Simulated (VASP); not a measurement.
# Ge: single point with PBE

The system is Ge.

```xyz
4
Lattice="2.7114 0.0000 0.0000 0.0000 5.4235 0.0000 0.0000 0.0000 5.4230" Properties=species:S:1:pos:R:3 pbc="T T T"
Ge    2.7066    1.3593    4.0673
Ge    2.7066    1.3524    1.3558
Ge    0.0048    4.0711    4.0673
Ge    0.0048    4.0642    1.3558
```

This isn't the form of Ge at room conditions, which is diamond.

```json
{
  "Program": "VASP 6.6.1",
  "Task": "single point",
  "Functional": "PBE",
  "Potentials or basis": "VASP PAW PBE potentials, release 64 (Ge_d)",
  "Cutoff": "520 eV",
  "k mesh": "16 × 8 × 10",
  "Occupations": "gaussian, width 0.1 eV",
  "Spin": "no spin polarisation"
}
```

```json
{
 "Pressure": "-0.1 GPa",
 "Band gap on the k mesh": "zero (bands 28 and 29 overlap by 3.45 eV)"
}
```

Levels at points of the mesh, in eV from the Fermi level:
```tsv
k point	band 25	band 26	band 27	band 28	band 29	band 30	band 31	band 32
(0.00, 0.00, 0.00)	-5.57	-5.10	-2.53	-2.53	3.18	6.57	6.57	6.57
(0.50, 0.00, 0.00)	-2.53	-2.53	-2.53	-2.53	-0.58	0.32	0.32	0.32
(0.00, 0.50, 0.00)	-4.43	-4.43	-0.52	-0.52	2.73	2.73	7.52	7.52
(0.50, 0.50, 0.00)	-3.90	-3.90	-1.43	-1.43	-1.43	-1.43	2.73	2.73
(0.00, 0.00, 0.50)	-4.43	-4.43	-0.52	-0.52	2.73	2.73	7.52	7.52
(0.50, 0.00, 0.50)	-3.90	-3.90	-1.43	-1.43	-1.43	-1.43	2.73	2.73
(0.00, 0.50, 0.50)	0.21	0.21	0.21	0.21	1.08	1.08	1.08	1.08
(0.50, 0.50, 0.50)	-3.31	-3.31	-3.31	-3.31	3.10	3.10	3.10	3.10
```

Wall time 11 min on 1 thread of Oxide Virtual Turin-like Processor (shared host), peak memory 0.55 GiB.
